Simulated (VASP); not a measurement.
## CdF2: single point with PBEsol

Crystal: CdF2.

```xyz
3
Lattice="0.0000 2.7095 2.5512 2.7095 0.0000 2.5512 2.7095 2.7095 0.0000" Properties=species:S:1:pos:R:3 pbc="T T T"
Cd    0.0000    0.0000    0.0000
F     1.3547    1.3547    1.2756
F     4.0642    4.0642    3.8268
```

```
Program             : VASP 6.6.1
Task                : single point
Functional          : PBEsol
Potentials or basis : VASP PAW PBE potentials, release 64 (Cd_sv_GW, F)
Cutoff              : 700 eV
k mesh              : 8 × 8 × 8
Occupations         : gaussian, width 0.05 eV
Spin                : no spin polarisation
```

```
Pressure               : 4.5 GPa
Band gap on the k mesh : 2.96 eV (least direct gap 3.41 eV)
```

Stress tensor (GPa, compression positive):
```
2.11 0.00 0.00
0.00 2.11 0.00
0.00 0.00 9.18
```

Levels at points of the mesh, in eV from the valence-band top:
```tsv
k point	band 15	band 16	band 17	band 18	band 19	band 20
(0.00, 0.00, 0.00)	-0.66	-0.45	-0.45	2.96	12.55	12.67
(0.50, 0.00, 0.00)	-2.03	-0.45	-0.43	7.29	8.96	14.38
(0.50, 0.50, 0.00)	-0.41	-0.21	-0.21	8.00	9.56	11.79
(0.50, 0.00, 0.50)	-0.79	-0.23	-0.01	8.19	9.64	11.70
```

It took 33 s on 1 thread of Intel(R) Xeon(R) 6975P-C (Granite Rapids) (shared host), peak memory 0.24 GiB.

Caveat: the stress differs along the axes, from 2 to 9 GPa; the PAW data sets were made with another functional, which shifts forces and pressure a little. A k mesh can miss the band edges.
